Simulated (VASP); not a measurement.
# Re (P6_3/mmc) in VASP: a series of runs

Re is run at these levels: PBEsol; tasks: single point.

Everything below comes from runs of VASP 6.6.1. Logs are shortened: lines on timing, memory, paths and dates and some standing lists are left out, and cuts for length are marked.

### Step 1. The cell of the first run

It takes space group P6_3/mmc (No. 194, hexagonal). Conventional cell: a = 2.919 Å, b = 2.919 Å, c = 4.014 Å, α = 90.00°, β = 90.00°, γ = 120.00°. Re (site symmetry -6m2) has 12 Re at 2.62 to 2.92 Å within 3.5 Å.

### Step 2. Single point, PBEsol

Input file INCAR:

```
SYSTEM = Re
PREC = Accurate ; ENCUT = 520
EDIFF = 1E-6 ; ISMEAR = 0
SIGMA = 0.15 ; LREAL = .FALSE.
LASPH = .TRUE. ; NELM = 60
ALGO = Normal ; ISIF = 2
LWAVE = .FALSE. ; LCHARG = .TRUE.
GGA = PS ; LELF = .TRUE.
LVHAR = .TRUE. ; NBANDS = 14
```

Input file KPOINTS:

```
Automatic mesh
0
G
  21 21 12
  0 0 0
```

Input file POSCAR:

```
Re
1.0
    2.9192748896      0.0000000000      0.0000000000
   -1.4596374448      2.5281662150      0.0000000000
    0.0000000000      0.0000000000      4.0142168672
Re
2
Direct
    0.3333333333      0.6666666667      0.2500000000
    0.6666666667      0.3333333333      0.7500000000
```

Potentials or basis: VASP PAW PBE potentials, release 64 (Re).

Run with:

```
> cat potpaw_PBE.64/Re/POTCAR > POTCAR
> mpirun -np 1 vasp_std > vasp.out
```

OUTCAR:

```text
SYSTEM = Re
   PREC = Accurate
   ENCUT = 520
   EDIFF = 1E-6
   ISMEAR = 0
   LREAL = .FALSE.
   LASPH = .TRUE.
   NELM = 60
   ISIF = 2
   GGA = PS

 ion  position               nearest neighbor table
   1  0.333  0.667  0.250-   2 2.62   2 2.62   2 2.62   2 2.62   2 2.62   2 2.62
   2  0.667  0.333  0.750-   1 2.62   1 2.62   1 2.62   1 2.62   1 2.62   1 2.62

  LATTYP: Found a hexagonal cell.
 ALAT       =     2.9192748896
 C/A-ratio  =     1.3750732696

  Lattice vectors:

 A1 = (   2.9192748896,   0.0000000000,   0.0000000000)
 A2 = (  -1.4596374448,   2.5281662150,   0.0000000000)
 A3 = (   0.0000000000,   0.0000000000,   4.0142168672)

Analysis of symmetry for initial positions (statically):
=====================================================================
 Subroutine PRICEL returns:
 Original cell was already a primitive cell.

 Routine SETGRP: Setting up the symmetry group for a
 hexagonal supercell.

 Subroutine GETGRP returns: Found 24 space group operations
 (whereof 12 operations were pure point group operations)
 out of a pool of 24 trial point group operations.

The static configuration has the point symmetry D_3d.
 The point group associated with its full space group is D_6h.

Analysis of symmetry for dynamics (positions and initial velocities):
=====================================================================
 Subroutine PRICEL returns:
 Original cell was already a primitive cell.

 Routine SETGRP: Setting up the symmetry group for a
 hexagonal supercell.

 Subroutine GETGRP returns: Found 24 space group operations
 (whereof 12 operations were pure point group operations)
 out of a pool of 24 trial point group operations.

The dynamic configuration has the point symmetry D_3d.
 The point group associated with its full space group is D_6h.

 Subroutine INISYM returns: Found 24 space group operations
 (whereof 12 operations are pure point group operations),
 and found     1 'primitive' translations

----------------------------------------------------------------------------------------

                                     Primitive cell

  volume of cell :      29.6266

  direct lattice vectors                    reciprocal lattice vectors
     2.919274890  0.000000000  0.000000000     0.342550818  0.197771807  0.000000000
    -1.459637445  2.528166215  0.000000000     0.000000000  0.395543613  0.000000000
     0.000000000  0.000000000  4.014216867     0.000000000  0.000000000  0.249114593

[... 88 lines left out ...]
   NFREE  =      0    steps in history (QN), initial steepest desc. (CG)
   ISIF   =      2    stress and relaxation
   ISYM   =      2    0-nonsym 1-usesym 2-fastsym
   POTIM  = 0.5000    time-step for ionic-motion
   TEBEG  =    0.0;   TEEND  =   0.0 temperature during run
   PSTRESS=    0.0 pullay stress
   NELECT =      14.0000    total number of electrons
   NUPDOWN=      -1.0000    fix difference up-down
   EMIN   =  10.00;   EMAX   =-10.00  energy-range for DOS
   EFERMI =   0.00;   METHOD = LEGACY
   ISMEAR =     0;   SIGMA  =   0.15  broadening in eV -4-tet -1-fermi 0-gaus
   EFERMI_NEDOS =   21; number of points for ismear=-14 and -15
   IALGO  =     38    algorithm
   IMIX   =      4    mixing-type and parameters
     AMIX     =   0.40;   BMIX     =  1.00
     AMIX_MAG =   1.60;   BMIX_MAG =  1.00
  volume/ion in A,a.u.               =      14.81        99.96
  Fermi-wavevector in a.u.,A,eV,Ry     =   1.275138  2.409661 22.122743  1.625976
  Thomas-Fermi vector in A             =   2.407867
   LORBIT       =      0    0 simple, 1 ext, 2 COOP (PROOUT), +10 PAW based schemes
   GGA     = PS    functional components
   LHFCALC =     F    Hartree Fock is set to
   AEXX    =    0.0000 exact exchange contribution
   IVDW    =     0    specifies the selected vdW correction
   LEPSILON=     F    determine dielectric tensor
   LRPA    =     F    only Hartree local field effects (RPA)
 non-spin polarized calculation
 Gauss-broadening in eV      SIGMA  =   0.15
  energy-cutoff  :      520.00
  volume of cell :       29.63
 maximum number of plane-waves:       831
 NGX is ok and might be reduce to    24

 number of electron      13.9999999 magnetization

 Free energy of the ion-electron system (eV)
  ---------------------------------------------------
  ext. energy  EPLUGINS =         0.00000000
  ---------------------------------------------------
  free energy    TOTEN  =       -26.17583046 eV

  energy without entropy =      -26.14800949  energy(sigma->0) =      -26.16191997

 E-fermi :   7.7979     XC(G=0): -13.7494

 val. band max:        7.7975943083   @ k =   0.3333   0.0476   0.0833
 cond. band min:       7.8010495430   @ k =   0.1905   0.0000   0.2500
 fundamental gap:      0.0034552347
 Fermi energy:         7.7979431139

 k-point     1 :       0.0000    0.0000    0.0000
  band No.  band energies     occupation
      1      -2.1869      2.00000
      2       1.1174      2.00000
      3       5.7150      2.00000
      4       5.7150      2.00000
      5       6.4639      2.00000
      6       6.4639      2.00000
      7       7.0502      2.00000
      8       7.0502      2.00000
      9       8.0003      0.05640
     10      10.2571      0.00000
     11      10.9894      0.00000
     12      10.9894      0.00000
     13      19.2341      0.00000
     14      21.2434      0.00000
[... 377 lines left out ...]
      1      -0.1447      2.00000
      2       2.2812      2.00000
      3       3.9486      2.00000
      4       4.3851      2.00000
      5       5.4633      2.00000
      6       6.6101      2.00000
      7       7.6125      1.91959
      8       7.7324      1.46312
      9       8.6988      0.00000
     10       9.7738      0.00000
     11      12.1822      0.00000
     12      17.4727      0.00000
     13      19.2353      0.00000
     14      21.7127      0.00000

 [... further k-points ...]
[... 5 lines left out ...]
  --------------------------------------------------------------------------------------
  -------------------------------------------------------------------------------------
  Total       -2.7062287     -2.7062287      6.3485470      0.0000000      0.0000000      0.0000000
  in kB     -146.3503044   -146.3503044    343.3234531      0.0000000      0.0000000      0.0000000
  external PRESSURE =      16.8742815 kB  Pullay stress =       0.0000000 kB

 VOLUME and BASIS-vectors are now :
 -----------------------------------------------------------------------------
  energy-cutoff  :      520.00
  volume of cell :       29.63
      direct lattice vectors                 reciprocal lattice vectors
     2.919274890  0.000000000  0.000000000     0.342550818  0.197771807  0.000000000
    -1.459637445  2.528166215  0.000000000     0.000000000  0.395543613  0.000000000
     0.000000000  0.000000000  4.014216867     0.000000000  0.000000000  0.249114593

 POSITION                                       TOTAL-FORCE (eV/Angst)
 -----------------------------------------------------------------------------------
     -0.00000      1.68544      1.00355        -0.000000      0.000000      0.000000
      1.45964      0.84272      3.01066         0.000000     -0.000000      0.000000
 -----------------------------------------------------------------------------------
    total drift:                               -0.000000      0.000000     -0.000000

  FREE ENERGIE OF THE ION-ELECTRON SYSTEM (eV)
  ---------------------------------------------------
  free  energy   TOTEN  =       -26.1758304590 eV

  energy  without entropy=      -26.1480094874  energy(sigma->0) =      -26.16191997
```

OSZICAR:

```text
N       E                     dE             d eps       ncg     rms          rms(c)
DAV:   1     0.196317457000E+02    0.19632E+02   -0.68121E+03 18796   0.124E+03
DAV:   2    -0.264721573787E+02   -0.46104E+02   -0.40576E+02 15178   0.284E+02
DAV:   3    -0.275506409988E+02   -0.10785E+01   -0.10511E+01 15022   0.448E+01
DAV:   4    -0.275612773658E+02   -0.10636E-01   -0.10627E-01 14178   0.298E+00
DAV:   5    -0.275614858596E+02   -0.20849E-03   -0.20846E-03 14754   0.745E-01    0.446E+01
DAV:   6    -0.265295073382E+02    0.10320E+01   -0.80016E-01 16330   0.237E+01    0.190E+01
DAV:   7    -0.261866477728E+02    0.34286E+00   -0.56525E-01 16382   0.193E+01    0.478E-01
DAV:   8    -0.261766485231E+02    0.99992E-02   -0.69300E-03 14276   0.621E-01    0.144E-01
DAV:   9    -0.261758191816E+02    0.82934E-03   -0.46341E-04 16612   0.219E-01    0.440E-02
DAV:  10    -0.261758299762E+02   -0.10795E-04   -0.49446E-05 15168   0.914E-02    0.171E-02
DAV:  11    -0.261758304590E+02   -0.48278E-06   -0.14157E-07  8580   0.144E-02
   1 F= -.26175830E+02 E0= -.26161920E+02  d E =-.278210E-01
```

stdout:

```text
POSCAR found type information on POSCAR Re
 POSCAR found :  1 types and       2 ions
 scaLAPACK will be used
 -----------------------------------------------------------------------------
|                                                                             |
|                                                                             |
|     You enforced a specific xc type in the INCAR file but a different       |
|     I HOPE YOU KNOW WHAT YOU ARE DOING!                                     |
|                                                                             |
 -----------------------------------------------------------------------------

 LDA part: xc-table for (Slater+PW92), standard interpolation
 POSCAR, INCAR and KPOINTS ok, starting setup
 FFT: planning ... GRIDC
 FFT: planning ... GRID_SOFT
 FFT: planning ... GRID
 WAVECAR not read
 entering main loop
```

It took 3 min on 1 thread of Oxide Virtual Turin-like, shared host; peak memory 0.21 GiB.

Results:

```yaml
Free_energy: -26.1758 eV
Pressure: 1.7 GPa
Band_gap_on_the_k_mesh: zero (band 7 reaches 9.14 eV, above the bottom of band 8 at 6.23 eV)
```

Stress tensor (GPa, compression positive):
```
-14.64   0.00   0.00
  0.00 -14.64   0.00
  0.00   0.00  34.33
```

Levels at points of the mesh, in eV from the Fermi level:
```tsv
k point	band 4	band 5	band 6	band 7	band 8	band 9	band 10	band 11
(0.00, 0.00, 0.00)	-2.08	-1.33	-1.33	-0.75	-0.75	0.20	2.46	3.19
(0.00, 0.00, 0.50)	-2.73	-2.73	-2.73	-1.49	-1.49	2.81	2.81	2.81
```

Caveat: the PAW data sets were made with another functional, which shifts forces and pressure a little; spin-orbit coupling is left out, which moves the levels of the heavy elements.

### Step 3. Single point, PBEsol

This run uses another cell than the first one, of the same volume but with other edges.

Input file INCAR:

```
PREC = Accurate
ENCUT = 520
EDIFF = 1E-6
ISMEAR = 0
SIGMA = 0.15
LREAL = False
LASPH = True
NELM = 100
ALGO = Normal
ISIF = 2
LWAVE = False
LCHARG = False
GGA = PS
NBANDS = 14
```

Input file KPOINTS:

```
regular mesh
0
Gamma
  21 21 12
```

Input file POSCAR:

```
Re
1.0
    2.6022811641      0.0000000000      0.0000000000
   -1.3011405821      2.2536415959      0.0000000000
    0.0000000000      0.0000000000      5.0517561441
Re
2
Direct
    0.3333333333      0.6666666667      0.2500000000
    0.6666666667      0.3333333333      0.7500000000
```

Potentials or basis: VASP PAW PBE potentials, release 64 (Re).

Run with:

```
> cat potpaw_PBE.64/Re/POTCAR > POTCAR
> mpirun -np 1 vasp_std > vasp.out
```

Run time: 3.4 min. Hardware: 1 thread of Oxide Virtual Turin-like, shared host; peak memory 0.21 GiB.

It converged, with:

* Free energy: -25.7826 eV
* Pressure: 7.6 GPa
* Band gap on the k mesh: zero (band 7 reaches 9.51 eV, above the bottom of band 8 at 6.40 eV)

Stress tensor (GPa, compression positive):
```
 34.20   0.00   0.00
  0.00  34.20   0.00
  0.00   0.00 -45.54
```

Levels at points of the mesh, in eV from the Fermi level:
```csv
k point,band 3,band 4,band 5,band 6,band 7,band 8,band 9,band 10,band 11,band 12
"(0.00, 0.00, 0.00)",-4.03,-1.77,-1.77,-1.59,-1.39,-1.39,1.44,1.44,3.13,3.13
"(0.00, 0.00, 0.50)",-3.92,-3.92,-1.68,-1.68,-1.68,-1.68,2.44,2.44,2.44,2.44
```

Caveat: the PAW data sets were made with another functional, which shifts forces and pressure a little; spin-orbit coupling is left out, which moves the levels of the heavy elements.

[end of part 1 of 2]
